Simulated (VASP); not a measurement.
## Hf: relaxation of cell and atoms with LDA

The system is Hf.

```xyz
2
Lattice="3.1967 0.0000 0.0000 -1.5983 2.7684 0.0000 0.0000 0.0000 5.0578" Properties=species:S:1:pos:R:3 pbc="T T T"
Hf    0.0000    1.8456    1.2645
Hf    1.5984    0.9228    3.7934
```

```yaml
Program: VASP 6.6.1
Task: relaxation of cell and atoms
Functional: LDA
Potentials_or_basis: VASP PAW LDA potentials, release 64 (Hf_pv)
Cutoff: 600 eV
k_mesh: 7 × 7 × 4
Occupations: methfessel-paxton, width 0.1 eV
Spin: no spin polarisation
Dipole_correction: no
Further_INCAR_settings: ALGO = Normal; EDIFF = 1e-07; IBRION = 2; EDIFFG = -0.01; NSW = 60; ISIF = 3
```

The relaxed volume is 20.91 Å³/atom and the relaxed cell is a = 3.113 Å, b = 3.113 Å, c = 4.983 Å, α = 90.00°, β = 90.00°, γ = 120.00°. The space group after relaxing (to 0.05 Å) is P6_3/mmc (No. 194). The energy gained by relaxing is 35.8 meV/atom, the ionic steps are 7 and the pressure after relaxing is 0.1 GPa. The band gap on the k mesh is zero (band 10 reaches 6.42 eV, above the bottom of band 11 at 5.17 eV).

The path:
| step | energy change (eV) | largest force (eV/Å) | pressure (GPa) | volume (Å³) |
| --- | --- | --- | --- | --- |
| 1 | 0.0000 | 0.0000 | -7.31 | 44.76 |
| 2 | 0.0409 | 0.0000 | 11.48 | 38.46 |
| 3 | -0.0713 | 0.0000 | -0.12 | 41.84 |
| 4 | -0.0713 | 0.0000 | 0.05 | 41.79 |
| 5 | -0.0715 | 0.0000 | 0.06 | 41.80 |
| 6 | -0.0717 | 0.0000 | 0.06 | 41.81 |
| 7 | -0.0717 | 0.0000 | 0.06 | 41.81 |

Final structure:
```cif
data_structure
_symmetry_space_group_name_H-M 'P 1'
_symmetry_Int_Tables_number 1
_cell_length_a 3.1127
_cell_length_b 3.1127
_cell_length_c 4.9830
_cell_angle_alpha 90.000
_cell_angle_beta 90.000
_cell_angle_gamma 120.000
_cell_volume 41.81
loop_
_atom_site_label
_atom_site_type_symbol
_atom_site_fract_x
_atom_site_fract_y
_atom_site_fract_z
_atom_site_occupancy
Hf1 Hf 0.33333 0.66667 0.25000 1
Hf2 Hf 0.66667 0.33333 0.75000 1
```

Levels at points of the mesh, in eV from the Fermi level:
```csv
k point,band 8,band 9,band 10,band 11,band 12,band 13
"(0.00, 0.00, 0.00)",-4.04,0.87,1.05,1.05,1.21,1.91
"(0.00, 0.00, 0.50)",-5.56,-0.03,-0.03,0.96,0.96,0.96
```

Wall time 43 s on 1 thread of Intel(R) Xeon(R) 6975P-C (Granite Rapids), with other jobs on the host, peak memory 0.17 GiB.

Caveat: spin-orbit coupling is left out, which moves the levels of the heavy elements. Zero-point motion and thermal expansion aren't in these numbers.
